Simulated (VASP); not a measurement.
# PtSe2 in VASP: single point with PBE+D3(BJ)

Aim: the single point of PtSe2 with PBE+D3(BJ).

Everything below comes from runs of VASP 6.6.1. Logs are shortened: lines on timing, memory, paths and dates and some standing lists are left out, and cuts for length are marked.

## 1. The cell of the first run

The cell holds a slab with vacuum, 6 atoms: a = 3.707 Å, b = 3.707 Å, c = 22.798 Å, α = 90.00°, β = 90.00°, γ = 120.00°.

## 2. Single point, PBE+D3(BJ) (layers slid over each other)

The input, INCAR:

```
SYSTEM = PtSe2
  ALGO = Normal
  DIPOL = 0.5 0.5 0.382
  EDIFF = 1E-6
  ENCUT = 520
  GGA = PE
  IDIPOL = 3
  ISIF = 2
  ISMEAR = 0
  IVDW = 12
  LASPH = .TRUE.
  LCHARG = .FALSE.
  LDIPOL = .TRUE.
  LREAL = .FALSE.
  LWAVE = .FALSE.
  NBANDS = 31
  NELM = 80
  PREC = Accurate
  SIGMA = 0.05
```

The input, KPOINTS:

```
k-points
0
G
  9 9 1
  0 0 0
```

The input, POSCAR:

```
PtSe2
1.0
    3.7070358307      0.0000000000      0.0000000000
   -1.8535179153      3.2103872021      0.0000000000
    0.0000000000      0.0000000000     22.7981611688
Se Pt
4 2
Direct
    0.6666666667      0.3333333333      0.1973843402
    0.3333333333      0.6666666667      0.3135814565
    0.5000000000      1.0000000000      0.4499959672
    0.8333333333      0.6666666667      0.5661930834
    0.0000000000      0.0000000000      0.2554828983
    1.1666666667      1.3333333333      0.5080945253
```

Potentials or basis: VASP PAW PBE potentials, release 64 (Se, Pt).

Command:

```
cat potpaw_PBE.64/Se/POTCAR potpaw_PBE.64/Pt/POTCAR > POTCAR
mpirun -np 1 vasp_std > vasp.out
```

OUTCAR:

```text
SYSTEM = PtSe2
   EDIFF = 1E-6
   ENCUT = 520
   GGA = PE
   ISIF = 2
   ISMEAR = 0
   IVDW = 12
   LASPH = .TRUE.
   LREAL = .FALSE.
   NELM = 80
   PREC = Accurate
 IVDW          = 12

 ion  position               nearest neighbor table
   1  0.667  0.333  0.197-   5 2.52   5 2.52   5 2.52
   2  0.333  0.667  0.314-   5 2.52   5 2.52   5 2.52
   3  0.500  0.000  0.450-   6 2.52   6 2.52   6 2.52
   4  0.833  0.667  0.566-   6 2.52   6 2.52   6 2.52
   5  0.000  0.000  0.255-   1 2.52   1 2.52   1 2.52   2 2.52   2 2.52   2 2.52
   6  0.167  0.333  0.508-   3 2.52   4 2.52   4 2.52   3 2.52   3 2.52   4 2.52

  LATTYP: Found a hexagonal cell.
 ALAT       =     3.7070358307
 C/A-ratio  =     6.1499705452

  Lattice vectors:

 A1 = (   3.7070358307,   0.0000000000,   0.0000000000)
 A2 = (  -1.8535179153,   3.2103872021,   0.0000000000)
 A3 = (   0.0000000000,   0.0000000000,  22.7981611688)

Analysis of symmetry for initial positions (statically):
=====================================================================
 Subroutine PRICEL returns:
 Original cell was already a primitive cell.

 Routine SETGRP: Setting up the symmetry group for a
 hexagonal supercell.

 Subroutine GETGRP returns: Found  2 space group operations
 (whereof  2 operations were pure point group operations)
 out of a pool of 24 trial point group operations.

The static configuration has the point symmetry C_1h.

Analysis of symmetry for dynamics (positions and initial velocities):
=====================================================================
 Subroutine PRICEL returns:
 Original cell was already a primitive cell.

 Routine SETGRP: Setting up the symmetry group for a
 hexagonal supercell.

 Subroutine GETGRP returns: Found  2 space group operations
 (whereof  2 operations were pure point group operations)
 out of a pool of 24 trial point group operations.

The dynamic configuration has the point symmetry C_1h.

 Subroutine INISYM returns: Found  2 space group operations
 (whereof  2 operations are pure point group operations),
 and found     1 'primitive' translations

----------------------------------------------------------------------------------------

                                     Primitive cell

  volume of cell :     271.3214

  direct lattice vectors                    reciprocal lattice vectors
     3.707035831  0.000000000  0.000000000     0.269757306  0.155744453  0.000000000
    -1.853517915  3.210387202  0.000000000     0.000000000  0.311488907  0.000000000
     0.000000000  0.000000000 22.798161169     0.000000000  0.000000000  0.043863187

  length of vectors
     3.707035831  3.707035831 22.798161169     0.311488907  0.311488907  0.043863187

  position of ions in fractional coordinates (direct lattice)
     0.666666667  0.333333333  0.197384340
     0.333333333  0.666666667  0.313581457
     0.500000000  0.000000000  0.449995967
     0.833333333  0.666666667  0.566193083
     0.000000000  0.000000000  0.255482898
     0.166666667  0.333333333  0.508094525

  ion indices of the primitive-cell ions
   primitive index   ion index
                 1           1
                 2           2
                 3           3
                 4           4
                 5           5
                 6           6

----------------------------------------------------------------------------------------

 KPOINTS: k-points

Automatic generation of k-mesh.
 Grid dimensions read from file:
 generate k-points for:    9    9    1

 Generating k-lattice:

  Cartesian coordinates                     Fractional coordinates (reciprocal lattice)
     0.029973034  0.017304939  0.000000000     0.111111111  0.000000000  0.000000000
     0.000000000  0.034609879  0.000000000     0.000000000  0.111111111  0.000000000
     0.000000000  0.000000000  0.043863187     0.000000000  0.000000000  1.000000000

  Length of vectors
     0.034609879  0.034609879  0.043863187

  Shift w.r.t. Gamma in fractional coordinates (k-lattice)
     0.000000000  0.000000000  0.000000000

 Subroutine IBZKPT returns following result:
 ===========================================

 Found     25 irreducible k-points:

 Following reciprocal coordinates:
            Coordinates               Weight
  0.000000  0.000000  0.000000      1.000000
  0.111111  0.000000  0.000000      4.000000
  0.000000  0.111111  0.000000      2.000000
  0.222222 -0.000000  0.000000      4.000000
  0.000000  0.222222  0.000000      2.000000
  0.333333  0.000000  0.000000      4.000000
[... 16 lines left out ...]
 -0.222222 -0.444444  0.000000      4.000000
  0.444444  0.333333  0.000000      4.000000
   k-points           NKPTS =     25   k-points in BZ     NKDIM =     25   number of bands    NBANDS=     31
   number of dos      NEDOS =    301   number of ions     NIONS =      6
   total plane-waves  NPLWV = 141120
   dimension x,y,z NGX =    28 NGY =   28 NGZ =  180
   dimension x,y,z NGXF=    56 NGYF=   56 NGZF=  360
   ions per type =               4   2
   NGX,Y,Z   is equivalent  to a cutoff of  12.56, 12.56, 13.13 a.u.
   NGXF,Y,Z  is equivalent  to a cutoff of  25.11, 25.11, 26.25 a.u.
 SYSTEM =  PtSe2
   PREC   = accura    normal or accurate (medium, high low for compatibility)
   ISTART =      0    job   : 0-new  1-cont  2-samecut
   ICHARG =      2    charge: 1-file 2-atom 10-const
   ISPIN  =      1    spin polarized calculation?
   LNONCOLLINEAR =      F non collinear calculations
   LSORBIT =      F    spin-orbit coupling
   LASPH  =      T    aspherical Exc in radial PAW
   ENCUT  =  520.0 eV  38.22 Ry    6.18 a.u.   6.89  6.89 42.39*2*pi/ulx,y,z
   NELM   =     80;   NELMIN=  2; NELMDL= -5     # of ELM steps
   EDIFF  = 0.1E-05   stopping-criterion for ELM
   LREAL  =      F    real-space projection
   EDIFFG = 0.1E-04   stopping-criterion for IOM
   NSW    =      0    number of steps for IOM
   IBRION =     -1    ionic relax: 0-MD 1-quasi-New 2-CG
   NFREE  =      0    steps in history (QN), initial steepest desc. (CG)
   ISIF   =      2    stress and relaxation
   ISYM   =      2    0-nonsym 1-usesym 2-fastsym
   POTIM  = 0.5000    time-step for ionic-motion
   TEBEG  =    0.0;   TEEND  =   0.0 temperature during run
   PSTRESS=    0.0 pullay stress
   NELECT =      44.0000    total number of electrons
   NUPDOWN=      -1.0000    fix difference up-down
   EMIN   =  10.00;   EMAX   =-10.00  energy-range for DOS
   EFERMI =   0.00;   METHOD = LEGACY
   ISMEAR =     0;   SIGMA  =   0.05  broadening in eV -4-tet -1-fermi 0-gaus
   EFERMI_NEDOS =   21; number of points for ismear=-14 and -15
   IALGO  =     38    algorithm
   IMIX   =      4    mixing-type and parameters
     AMIX     =   0.40;   BMIX     =  1.00
     AMIX_MAG =   1.60;   BMIX_MAG =  1.00
  volume/ion in A,a.u.               =      45.22       305.16
  Fermi-wavevector in a.u.,A,eV,Ry     =   0.892752  1.687058 10.843938  0.797007
  Thomas-Fermi vector in A             =   2.014742
   LORBIT       =      0    0 simple, 1 ext, 2 COOP (PROOUT), +10 PAW based schemes
   GGA     = PE    functional components
   LHFCALC =     F    Hartree Fock is set to
   AEXX    =    0.0000 exact exchange contribution
   IVDW    =    12    specifies the selected vdW correction
   LEPSILON=     F    determine dielectric tensor
   LRPA    =     F    only Hartree local field effects (RPA)
 non-spin polarized calculation
 Gauss-broadening in eV      SIGMA  =   0.05
  energy-cutoff  :      520.00
  volume of cell :      271.32
 maximum number of plane-waves:      7334
   NGX = 13   NGY = 13   NGZ = 85

 dipolmoment           0.000000      0.000000      0.000264 electrons x Angstroem

 number of electron      44.0000001 magnetization

 dipolmoment           0.000000      0.000000     -0.001131 electrons x Angstroem

 Free energy of the ion-electron system (eV)
  ---------------------------------------------------
  ext. energy  EPLUGINS =         0.00000000
  ---------------------------------------------------
  free energy    TOTEN  =       -28.48763842 eV

  energy without entropy =      -28.48763842  energy(sigma->0) =      -28.48763842

 E-fermi :   0.1110     XC(G=0):  -5.4515

 val. band max:       -0.1505668062   @ k =  -0.2222   0.1111   0.0000
 cond. band min:       0.4933981501   @ k =   0.2222  -0.0000   0.0000
 fundamental gap:      0.6439649562
 Fermi energy:         0.1110363089

 k-point     1 :       0.0000    0.0000    0.0000
  band No.  band energies     occupation
      1     -14.8184      2.00000
      2     -14.6875      2.00000
      3     -13.1083      2.00000
      4     -12.8707      2.00000
      5      -6.1650      2.00000
      6      -5.7864      2.00000
[... 23 lines left out ...]
     30       4.9065      0.00000
     31       4.9449      0.00000

 k-point     2 :       0.1111    0.0000    0.0000
  band No.  band energies     occupation
      1     -14.6872      2.00000
      2     -14.5549      2.00000
      3     -13.1067      2.00000
      4     -12.8820      2.00000
      5      -6.0704      2.00000
      6      -5.7985      2.00000
[... 23 lines left out ...]
     30       5.5114      0.00000
     31       5.5925      0.00000

 k-point     3 :       0.0000    0.1111    0.0000
  band No.  band energies     occupation
      1     -14.6866      2.00000
      2     -14.5553      2.00000
      3     -13.1056      2.00000
      4     -12.8830      2.00000
      5      -6.0717      2.00000
      6      -5.8002      2.00000
[... 703 lines left out ...]
     30       7.0639      0.00000
     31       7.3577      0.00000

 k-point    24 :       0.4444    0.3333    0.0000
  band No.  band energies     occupation
      1     -13.3228      2.00000
      2     -13.1450      2.00000
      3     -13.0882      2.00000
      4     -13.0072      2.00000
      5      -6.3454      2.00000
      6      -6.2546      2.00000
[... 23 lines left out ...]
     30       7.0973      0.00000
     31       7.3310      0.00000

 [... further k-points ...]

------------------------ aborting loop because EDIFF is reached ----------------------------------------

 vacuum level on the upper side and lower side of the slab       (xc-potential included)        -0.136        -0.120

 Edisp (eV)   -2.14023

 E8    (eV) :    -0.9484

  FORCE on cell =-STRESS in cart. coord.  units (eV):
  Direction    XX          YY          ZZ          XY          YZ          ZX
  --------------------------------------------------------------------------------------
  -------------------------------------------------------------------------------------
  Total      -0.00725     0.25942     0.09409     0.00000     0.64204     0.00000
  in kB      -0.04284     1.53189     0.55563     0.00000     3.79131     0.00000
  external pressure =        0.68 kB  Pullay stress =        0.00 kB

 VOLUME and BASIS-vectors are now :
 -----------------------------------------------------------------------------
  energy-cutoff  :      520.00
  volume of cell :      271.32
      direct lattice vectors                 reciprocal lattice vectors
     3.707035831  0.000000000  0.000000000     0.269757306  0.155744453  0.000000000
    -1.853517915  3.210387202  0.000000000     0.000000000  0.311488907  0.000000000
     0.000000000  0.000000000 22.798161169     0.000000000  0.000000000  0.043863187

 POSITION                                       TOTAL-FORCE (eV/Angst)
 -----------------------------------------------------------------------------------
      1.85352      1.07013      4.50000        -0.000000     -0.071519     -0.024255
     -0.00000      2.14026      7.14908        -0.000000     -0.171164     -0.113967
      1.85352      0.00000     10.25908         0.000000      0.158220      0.102273
      1.85352      2.14026     12.90816         0.000000      0.044140      0.022186
      0.00000      0.00000      5.82454         0.000000      0.082277      0.074746
      0.00000      1.07013     11.58362        -0.000000     -0.041953     -0.060983
 -----------------------------------------------------------------------------------
    total drift:                               -0.000000      0.000082      0.000099

  FREE ENERGIE OF THE ION-ELECTRON SYSTEM (eV)
  ---------------------------------------------------
  free  energy   TOTEN  =       -30.6278657079 eV

  energy  without entropy=      -30.6278657079  energy(sigma->0) =      -30.62786571

 vacuum level on the upper side and lower side of the slab         4.885         4.902
```

Run time: 10 min. Hardware: 1 thread of Intel Xeon Platinum 8259CL at 2.50GHz (Skylake/Cascade Lake), shared host; peak memory 0.47 GiB.

Results:

```yaml
Free_energy: -30.6279 eV
Largest_force: 0.206 eV/Å
Band_gap_on_the_k_mesh: 0.64 eV (least direct gap 0.90 eV)
Dispersion_energy_per_atom: -0.357 eV
```

Forces in eV/Å, atoms in the order of the input:
```
Se   0.000 -0.072 -0.024
Se   0.000 -0.171 -0.114
Se   0.000  0.158  0.102
Se   0.000  0.044  0.022
Pt   0.000  0.082  0.075
Pt   0.000 -0.042 -0.061
```

Levels at points of the mesh, in eV from the valence-band top:
```tsv
k point	band 20	band 21	band 22	band 23	band 24	band 25
(0.00, 0.00, 0.00)	-0.56	-0.51	-0.33	2.34	2.38	2.43
```

Caveat: the cell differs from its parent crystal (layers slid over each other); spin-orbit coupling is left out, which moves the levels of the heavy elements.
